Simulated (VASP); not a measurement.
In:

```xyz
1
Lattice="-1.9073 1.9073 1.9073 1.9073 -1.9073 1.9073 1.9073 1.9073 -1.9073" Properties=species:S:1:pos:R:3 pbc="T T T"
In    0.0000    0.0000    0.0000
```

This cell differs from its parent crystal: volume scaled by 1.04.

Base run:

| Item | Value |
| --- | --- |
| Program | VASP 6.6.1 |
| Functional | PBEsol |
| Potentials or basis | VASP PAW PBE potentials, release 64 (In_d) |
| Cutoff | 520 eV |
| k mesh | 10 × 10 × 10 |
| Occupations | fermi-dirac, width 0.05 eV |
| Spin | no spin polarisation |

Its results: pressure -2.6 GPa.

Task: The run is repeated on the same cell with these changes: functional from PBEsol to r2SCAN; further incar settings from ALGO = Normal; EDIFF = 1e-06; NBANDS = 12 to ALGO = Normal; EDIFF = 1e-07; NBANDS = 12. What comes out?

Result: Pressure -1.5 GPa.

Caveats: the PAW data sets were made with another functional, which shifts forces and pressure a little.
